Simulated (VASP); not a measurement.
# GaP (I-4m2) in VASP: notebook

Runs on GaP. Level: HSE06. Tasks: single point.

Everything below comes from runs of VASP 6.6.1. Logs are shortened: lines on timing, memory, paths and dates and some standing lists are left out, and cuts for length are marked.

### 1 The cell of the first run

The structure is tetragonal, space group I-4m2 (No. 119). The conventional cell has a = 4.008 Å, b = 4.008 Å, c = 5.261 Å, α = 90.00°, β = 90.00°, γ = 90.00°. Within 3.2 Å of Ga (site symmetry -4m2) lie 4 P at 2.40 Å. P (site symmetry -4m2) has 4 Ga at 2.40 Å within 3.2 Å.

### 2 Single point, HSE06 (epitaxial xy strain +4.0%)

POSCAR

```
GaP
1.0
    0.0000000000      2.8344152589      2.6306866610
    2.8344152589      0.0000000000      2.6306866610
    2.8344152589      2.8344152589      0.0000000000
Ga P
1 1
Direct
    0.0000000000      0.0000000000      0.0000000000
    0.2500000000      0.2500000000      0.2500000000
```

INCAR.step1

```
SYSTEM = GaP
ALGO = Normal ; EDIFF = 1E-5
ENCUT = 520 ; GGA = PE
ISIF = 2 ; ISMEAR = 0
LASPH = .TRUE. ; LCHARG = .FALSE.
LREAL = .FALSE. ; LWAVE = .TRUE.
NBANDS = 16 ; NELM = 60
PREC = Accurate ; SIGMA = 0.01
```

INCAR.step2

```
SYSTEM = GaP
ALGO = Normal ; EDIFF = 1E-6
ENCUT = 520 ; GGA = PE
HFSCREEN = 0.2079 ; ISIF = 2
ISMEAR = 0 ; ISTART = 1
LASPH = .TRUE. ; LCHARG = .FALSE.
LHFCALC = .TRUE. ; LREAL = .FALSE.
LWAVE = .FALSE. ; NBANDS = 16
NELM = 60 ; PREC = Accurate
PRECFOCK = Normal ; SIGMA = 0.01
```

KPOINTS

```
k-points
0
G
  6 6 6
  0 0 0
```

Potentials or basis: VASP PAW PBE potentials, release 64 (Ga_d, P).

Launch:

```console
$ cat potpaw_PBE.64/Ga_d/POTCAR potpaw_PBE.64/P/POTCAR > POTCAR
$ cp INCAR.step1 INCAR
$ mpirun -np 1 vasp_std > vasp.out
$ cp INCAR.step2 INCAR
$ mpirun -np 1 vasp_std > vasp.out
```

OUTCAR:

```text
SYSTEM = GaP
   EDIFF = 1E-6
   ENCUT = 520
   GGA = PE
   HFSCREEN = 0.2079
   ISIF = 2
   ISMEAR = 0
   ISTART = 1
   LASPH = .TRUE.
   LHFCALC = .TRUE.
   LREAL = .FALSE.
   NELM = 60
   PREC = Accurate
   PRECFOCK = Normal

 ion  position               nearest neighbor table
   1  0.000  0.000  0.000-   2 2.40   2 2.40   2 2.40   2 2.40
   2  0.250  0.250  0.250-   1 2.40   1 2.40   1 2.40   1 2.40

  LATTYP: Found a body centered tetragonal cell.
 ALAT       =     4.0084685005
 C/A-ratio  =     1.3125644673

  Lattice vectors:

 A1 = (   0.0000000000,  -2.8344152589,  -2.6306866610)
 A2 = (   0.0000000000,   2.8344152589,  -2.6306866610)
 A3 = (   2.8344152589,   0.0000000000,   2.6306866610)

Analysis of symmetry for initial positions (statically):
=====================================================================
 Subroutine PRICEL returns:
 Original cell was already a primitive cell.

 Routine SETGRP: Setting up the symmetry group for a
 body centered tetragonal supercell.

 Subroutine GETGRP returns: Found  8 space group operations
 (whereof  8 operations were pure point group operations)
 out of a pool of 16 trial point group operations.

The static configuration has the point symmetry D_2d.

Analysis of symmetry for dynamics (positions and initial velocities):
=====================================================================
 Subroutine PRICEL returns:
 Original cell was already a primitive cell.

 Routine SETGRP: Setting up the symmetry group for a
 body centered tetragonal supercell.

 Subroutine GETGRP returns: Found  8 space group operations
 (whereof  8 operations were pure point group operations)
 out of a pool of 16 trial point group operations.

The dynamic configuration has the point symmetry D_2d.

 Subroutine INISYM returns: Found  8 space group operations
 (whereof  8 operations are pure point group operations),
 and found     1 'primitive' translations

----------------------------------------------------------------------------------------

                                     Primitive cell

  volume of cell :      42.2694

  direct lattice vectors                    reciprocal lattice vectors
     0.000000000  2.834415259  2.630686661    -0.176403228  0.176403228  0.190064445
     2.834415259  0.000000000  2.630686661     0.176403228 -0.176403228  0.190064445
     2.834415259  2.834415259  0.000000000     0.176403228  0.176403228 -0.190064445

  length of vectors
     3.867094797  3.867094797  4.008468501     0.313625080  0.313625080  0.313625080

  position of ions in fractional coordinates (direct lattice)
     0.000000000  0.000000000  0.000000000
     0.250000000  0.250000000  0.250000000

  ion indices of the primitive-cell ions
   primitive index   ion index
                 1           1
                 2           2

----------------------------------------------------------------------------------------

 KPOINTS: k-points

Automatic generation of k-mesh.
 Grid dimensions read from file:
 generate k-points for:    6    6    6

 Generating k-lattice:

  Cartesian coordinates                     Fractional coordinates (reciprocal lattice)
    -0.029400538  0.029400538  0.031677407     0.166666667  0.000000000  0.000000000
     0.029400538 -0.029400538  0.031677407     0.000000000  0.166666667  0.000000000
     0.029400538  0.029400538 -0.031677407    -0.000000000 -0.000000000  0.166666667

  Length of vectors
     0.052270847  0.052270847  0.052270847

  Shift w.r.t. Gamma in fractional coordinates (k-lattice)
     0.000000000  0.000000000  0.000000000

 Subroutine IBZKPT returns following result:
 ===========================================

 Found     30 irreducible k-points:

 Following reciprocal coordinates:
            Coordinates               Weight
  0.000000  0.000000  0.000000      1.000000
  0.166667  0.000000  0.000000      8.000000
  0.333333 -0.000000  0.000000      8.000000
  0.500000  0.000000  0.000000      4.000000
  0.166667  0.166667  0.000000      2.000000
  0.333333  0.166667  0.000000      8.000000
[... 16 lines left out ...]
  0.333333  0.000000  0.333333      4.000000
  0.500000  0.000000  0.333333     16.000000
 [... further k-points ...]
   k-points           NKPTS =     30   k-points in BZ     NKDIM =    216   number of bands    NBANDS=     16
   number of dos      NEDOS =    301   number of ions     NIONS =      2
   total plane-waves  NPLWV =  27000
   dimension x,y,z NGX =    30 NGY =   30 NGZ =   30
   dimension x,y,z NGXF=    60 NGYF=   60 NGZF=   60
   ions per type =               1   1
   NGX,Y,Z   is equivalent  to a cutoff of  12.90, 12.90, 12.44 a.u.
   NGXF,Y,Z  is equivalent  to a cutoff of  25.79, 25.79, 24.88 a.u.
 SYSTEM =  GaP
   PREC   = accura    normal or accurate (medium, high low for compatibility)
   ISTART =      1    job   : 0-new  1-cont  2-samecut
   ICHARG =      0    charge: 1-file 2-atom 10-const
   ISPIN  =      1    spin polarized calculation?
   LNONCOLLINEAR =      F non collinear calculations
   LSORBIT =      F    spin-orbit coupling
   LASPH  =      T    aspherical Exc in radial PAW
   ENCUT  =  520.0 eV  38.22 Ry    6.18 a.u.   7.19  7.19  7.45*2*pi/ulx,y,z
   NELM   =     60;   NELMIN=  2; NELMDL=  0     # of ELM steps
   EDIFF  = 0.1E-05   stopping-criterion for ELM
   LREAL  =      F    real-space projection
   EDIFFG = 0.1E-04   stopping-criterion for IOM
   NSW    =      0    number of steps for IOM
   IBRION =     -1    ionic relax: 0-MD 1-quasi-New 2-CG
   NFREE  =      0    steps in history (QN), initial steepest desc. (CG)
   ISIF   =      2    stress and relaxation
   ISYM   =      3    0-nonsym 1-usesym 2-fastsym
   POTIM  = 0.5000    time-step for ionic-motion
   TEBEG  =    0.0;   TEEND  =   0.0 temperature during run
   PSTRESS=    0.0 pullay stress
   NELECT =      18.0000    total number of electrons
   NUPDOWN=      -1.0000    fix difference up-down
   EMIN   =  10.00;   EMAX   =-10.00  energy-range for DOS
   EFERMI =   0.00;   METHOD = LEGACY
   ISMEAR =     0;   SIGMA  =   0.01  broadening in eV -4-tet -1-fermi 0-gaus
   EFERMI_NEDOS =   21; number of points for ismear=-14 and -15
   IALGO  =     38    algorithm
   IMIX   =      1    mixing-type and parameters
     AMIX     =   0.40;   BMIX     =  1.00
     AMIX_MAG =   1.60;   BMIX_MAG =  1.00
  volume/ion in A,a.u.               =      21.13       142.62
  Fermi-wavevector in a.u.,A,eV,Ry     =   1.231658  2.327497 20.639802  1.516983
  Thomas-Fermi vector in A             =   2.366459
   LORBIT       =      0    0 simple, 1 ext, 2 COOP (PROOUT), +10 PAW based schemes
   GGA     = PE    functional components
   LHFCALC =     T    Hartree Fock is set to
   PRECFOCK=normal    Normal, Fast or Accurate (Low or Medium for compatibility)
   ENCUT4O =  -1.0   cutoff for four orbital integrals eV
   NKREDX  =     1    reduce k-point grid by
   NKREDY  =     1    reduce k-point grid by
   NKREDZ  =     1    reduce k-point grid by
   AEXX    =    0.2500 exact exchange contribution
   HFSCREEN=    0.2079 screening length (either q_TF or 0.3 A-1)
   HFSCREENC=   0.2079 screening length for correlation (either q_TF or 0.3 A-1)
   ENCUTFOCK=  -1.0 apply spherical cutoff to Coloumb kernel
   IVDW    =     0    specifies the selected vdW correction
   LEPSILON=     F    determine dielectric tensor
   LRPA    =     F    only Hartree local field effects (RPA)
 non-spin polarized calculation
 Gauss-broadening in eV      SIGMA  =   0.01
  energy-cutoff  :      520.00
  volume of cell :       42.27
 maximum number of plane-waves:      1178
 NGX is ok and might be reduce to    30
  NGX = 24; NGY = 24; NGZ = 24

 number of electron      18.0000003 magnetization

 Free energy of the ion-electron system (eV)
  ---------------------------------------------------
  ext. energy  EPLUGINS =         0.00000000
  ---------------------------------------------------
  free energy    TOTEN  =       -10.72916446 eV

  energy without entropy =      -10.72916446  energy(sigma->0) =      -10.72916446

 E-fermi :   4.2059     XC(G=0):  -8.0096

 val. band max:        4.0472724913   @ k =   0.0000   0.0000   0.0000
 cond. band min:       5.8617772678   @ k =   0.3333   0.3333   0.0000
 fundamental gap:      1.8145047766
 Fermi energy:         4.2058639603

 k-point     1 :       0.0000    0.0000    0.0000
  band No.  band energies     occupation
      1     -13.2326      2.00000
      2     -13.2326      2.00000
      3     -13.2120      2.00000
      4     -13.1478      2.00000
      5     -13.1293      2.00000
      6      -9.6413      2.00000
[... 8 lines left out ...]
     15      13.9376      0.00000
     16      15.1502      0.00000

 k-point     2 :       0.1667    0.0000    0.0000
  band No.  band energies     occupation
      1     -13.2401      2.00000
      2     -13.2262      2.00000
      3     -13.2108      2.00000
      4     -13.1485      2.00000
      5     -13.1282      2.00000
      6      -9.2790      2.00000
[... 8 lines left out ...]
     15      13.9052      0.00000
     16      14.9368      0.00000

 k-point     3 :       0.3333   -0.0000    0.0000
  band No.  band energies     occupation
      1     -13.2617      2.00000
      2     -13.2157      2.00000
      3     -13.2032      2.00000
      4     -13.1480      2.00000
      5     -13.1238      2.00000
      6      -8.3140      2.00000
[... 8 lines left out ...]
     15      14.5666      0.00000
     16      14.9045      0.00000

 k-point     4 :       0.5000    0.0000    0.0000
  band No.  band energies     occupation
      1     -13.2730      2.00000
      2     -13.2116      2.00000
      3     -13.1999      2.00000
      4     -13.1464      2.00000
      5     -13.1202      2.00000
      6      -7.5542      2.00000
[... 8 lines left out ...]
     15      16.1894      0.00000
     16      17.0038      0.00000
[... 324 lines left out ...]
 k-point    22 :      -0.3333    0.5000    0.1667
  band No.  band energies     occupation
      1     -13.2904      2.00000
      2     -13.1920      2.00000
      3     -13.1806      2.00000
      4     -13.1681      2.00000
      5     -13.1146      2.00000
      6      -6.4648      2.00000
[... 8 lines left out ...]
     15      16.9811      0.00000
     16      18.5432      0.00000

 k-point    23 :       0.3333    0.0000    0.3333
  band No.  band energies     occupation
      1     -13.2895      2.00000
      2     -13.1901      2.00000
      3     -13.1825      2.00000
      4     -13.1545      2.00000
      5     -13.1273      2.00000
      6      -7.9027      2.00000
[... 8 lines left out ...]
     15      16.3581      0.00000
     16      19.1094      0.00000

 k-point    24 :       0.5000    0.0000    0.3333
  band No.  band energies     occupation
      1     -13.2950      2.00000
      2     -13.1856      2.00000
      3     -13.1796      2.00000
      4     -13.1548      2.00000
      5     -13.1266      2.00000
      6      -7.0527      2.00000
[... 8 lines left out ...]
     15      16.7367      0.00000
     16      18.2762      0.00000

 [... further k-points ...]

------------------------ aborting loop because EDIFF is reached ----------------------------------------

  FORCE on cell =-STRESS in cart. coord.  units (eV):
  Direction    XX          YY          ZZ          XY          YZ          ZX
  --------------------------------------------------------------------------------------
  -------------------------------------------------------------------------------------
  Total       -1.2844637     -1.2844637      0.1194788      0.0000000      0.0000000      0.0000000
  in kB      -48.6862524    -48.6862524      4.5287172      0.0000000      0.0000000      0.0000000
  external PRESSURE =     -30.9479292 kB  Pullay stress =       0.0000000 kB

 VOLUME and BASIS-vectors are now :
 -----------------------------------------------------------------------------
  energy-cutoff  :      520.00
  volume of cell :       42.27
      direct lattice vectors                 reciprocal lattice vectors
     0.000000000  2.834415259  2.630686661    -0.176403228  0.176403228  0.190064445
     2.834415259  0.000000000  2.630686661     0.176403228 -0.176403228  0.190064445
     2.834415259  2.834415259  0.000000000     0.176403228  0.176403228 -0.190064445

 POSITION                                       TOTAL-FORCE (eV/Angst)
 -----------------------------------------------------------------------------------
      0.00000      0.00000      0.00000         0.000000      0.000000      0.000000
      1.41721      1.41721      1.31534        -0.000000     -0.000000      0.000000
 -----------------------------------------------------------------------------------
    total drift:                                0.000002      0.000003     -0.000003

  FREE ENERGIE OF THE ION-ELECTRON SYSTEM (eV)
  ---------------------------------------------------
  free  energy   TOTEN  =       -10.7291644583 eV

  energy  without entropy=      -10.7291644583  energy(sigma->0) =      -10.72916446
```

Wall time 1.5 h (1 thread of Intel Xeon Platinum 8259CL at 2.50GHz (Skylake/Cascade Lake), shared host); peak memory 0.3 GiB.

What came out:

- Free energy: -10.7292 eV
- Pressure: -3.1 GPa
- Band gap on the k mesh: 1.81 eV (least direct gap 2.11 eV)

Levels at points of the mesh, in eV from the valence-band top:
```tsv
k point	band 6	band 7	band 8	band 9	band 10	band 11	band 12	band 13
(0.00, 0.00, 0.00)	-13.69	-0.38	-0.38	0.00	2.11	4.44	4.61	4.61
(0.50, 0.00, 0.00)	-11.60	-7.22	-1.69	-1.10	1.99	5.08	5.79	8.97
(0.50, 0.50, 0.00)	-10.48	-7.02	-3.35	-3.35	1.82	1.86	11.41	11.41
(0.50, 0.00, 0.50)	-10.80	-7.52	-2.85	-2.79	2.30	2.60	11.08	11.18
```

Caveat: the cell differs from its parent crystal (epitaxial xy strain +4.0%); the stress differs along the axes, from -5 to 0 GPa; the PAW data sets were made with another functional, which shifts forces and pressure a little. A k mesh can miss the band edges.

### 3 Single point, HSE06 (epitaxial xy strain +2.0%)

POSCAR

```
GaP
1.0
    0.0000000000      2.7799072732      2.6790345664
    2.7799072732      0.0000000000      2.6790345664
    2.7799072732      2.7799072732      0.0000000000
Ga P
1 1
Direct
    0.0000000000      0.0000000000      0.0000000000
    0.2500000000      0.2500000000      0.2500000000
```

INCAR.step1

```
PREC = Accurate
ENCUT = 520
EDIFF = 1E-5
ISMEAR = 0
SIGMA = 0.01
LREAL = F
LASPH = T
NELM = 80
ALGO = Normal
ISIF = 2
LWAVE = T
NBANDS = 16
GGA = PE
```

INCAR.step2

```
PREC = Accurate
ENCUT = 520
EDIFF = 1E-6
ISMEAR = 0
SIGMA = 0.01
LREAL = F
LASPH = T
NELM = 80
ALGO = Normal
ISIF = 2
LWAVE = F
LCHARG = T
GGA = PE
LHFCALC = T
HFSCREEN = 0.2079
PRECFOCK = Normal
LELF = T
LVHAR = T
NBANDS = 16
ISTART = 1
```

KPOINTS

```
regular mesh
0
Gamma
  6 6 6
```

Potentials or basis: VASP PAW PBE potentials, release 64 (Ga_d, P).

Launch:

```console
$ cat potpaw_PBE.64/Ga_d/POTCAR potpaw_PBE.64/P/POTCAR > POTCAR
$ cp INCAR.step1 INCAR
$ mpirun -np 1 vasp_std > vasp.out
$ cp INCAR.step2 INCAR
$ mpirun -np 1 vasp_std > vasp.out
```

Wall time 2.3 h (1 thread of Oxide Virtual Turin-like, shared host); peak memory 0.27 GiB.

The run converged. Its results:

```yaml
Free_energy: -10.7683 eV
Pressure: -1.4 GPa
Band_gap_on_the_k_mesh: 2.04 eV (least direct gap 2.44 eV)
```

Stress tensor (GPa, compression positive):
```
-2.34  0.00  0.00
 0.00 -2.34  0.00
 0.00  0.00  0.48
```

Levels at points of the mesh, in eV from the valence-band top:
```csv
k point,band 5,band 6,band 7,band 8,band 9,band 10,band 11,band 12,band 13,band 14
"(0.00, 0.00, 0.00)",-17.07,-13.74,-0.20,-0.20,0.00,2.44,4.59,4.67,4.67,9.61
"(0.50, 0.00, 0.00)",-17.06,-11.58,-7.23,-1.47,-1.16,2.26,5.33,5.67,9.09,11.79
"(0.50, 0.50, 0.00)",-17.05,-10.53,-7.18,-3.15,-3.15,2.04,2.20,11.72,11.72,12.42
"(0.50, 0.00, 0.50)",-17.06,-10.70,-7.43,-2.90,-2.86,2.29,2.57,11.63,11.67,12.07
```

Caveat: the cell differs from its parent crystal (epitaxial xy strain +2.0%); the PAW data sets were made with another functional, which shifts forces and pressure a little.
